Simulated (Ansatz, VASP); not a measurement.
ZnS in VASP and in Ansatz

The input INCAR:

```
  ALGO = Normal
  EDIFF = 1E-6
  ENCUT = 520
  GGA = CA
  ISIF = 2
  ISMEAR = 0
  LASPH = True
  LCHARG = False
  LREAL = False
  LWAVE = False
  NBANDS = 26
  NELM = 60
  PREC = Accurate
  SIGMA = 0.01
```

File KPOINTS:

```
k-points
0
Gamma
  12 12 4
```

Contents of POSCAR:

```
ZnS
1.0
    3.8054755645      0.0000000000      0.0000000000
   -1.9027377822      3.2956385124      0.0000000000
    0.0000000000      0.0000000000      6.2440483056
Zn S
2 2
Direct
    0.3333333333      0.6666666667      0.0003405378
    0.6666666667      0.3333333333      0.5003405378
    0.3333333333      0.6666666667      0.3746594622
    0.6666666667      0.3333333333      0.8746594622
```

Input for Ansatz:

```yaml
crystal:
  lattice:
    - [3.8054755645, 0.0, 0.0]
    - [-1.9027377822, 3.2956385124, 0.0]
    - [0.0, 0.0, 6.2440483056]
  atoms:
    - { symbol: Zn, position: [0.3333333333, 0.6666666667, 0.0003405378] }
    - { symbol: Zn, position: [0.6666666667, 0.3333333333, 0.5003405378] }
    - { symbol: S, position: [0.3333333333, 0.6666666667, 0.3746594622] }
    - { symbol: S, position: [0.6666666667, 0.3333333333, 0.8746594622] }
kpoints:
  mp_grid: { grid: [12, 12, 4] }
  band_path:
    path:
      - [0.0, 0.0, 0.0]
      - [0.5, 0.0, 0.0]
      - [0.3333333333, 0.3333333333, 0.0]
      - [0.0, 0.0, 0.5]
      - [0.5, 0.0, 0.5]
      - [0.3333333333, 0.3333333333, 0.5]
    npoints: 1
hamiltonian:
  xc: lda
scf:
  occupations: { method: fixed }
  n_extra_bands: 5
output:
  forces: true
  stress: true
  eigenvalues: true
  write_density: true
  write_potential: true
  elf: true
  volumetric_format: npy
```

Alike in both runs: task single point; functional LDA; k mesh 12 × 12 × 4; no spin polarisation.

|  | VASP | Ansatz |
| --- | --- | --- |
| version | VASP 6.6.1 | Ansatz 0.2.0 |
| potentials or method | VASP PAW LDA potentials, release 64 (Zn, S) | plane waves, PAW |
| plane-wave cutoff (eV) | 520 | 420 |
| occupations | gaussian, width 0.01 eV | fixed |
| valence electrons in the cell | 36 | 36 |

```csv
,VASP,Ansatz,Ansatz less VASP
gap on the k mesh at the Fermi level (eV),1.99,1.96,-0.031
pressure (GPa),-3.8,-4.0,-0.22
```

LDA's correlation is that of Perdew and Zunger in VASP and of Perdew and Wang (1992) in Ansatz.
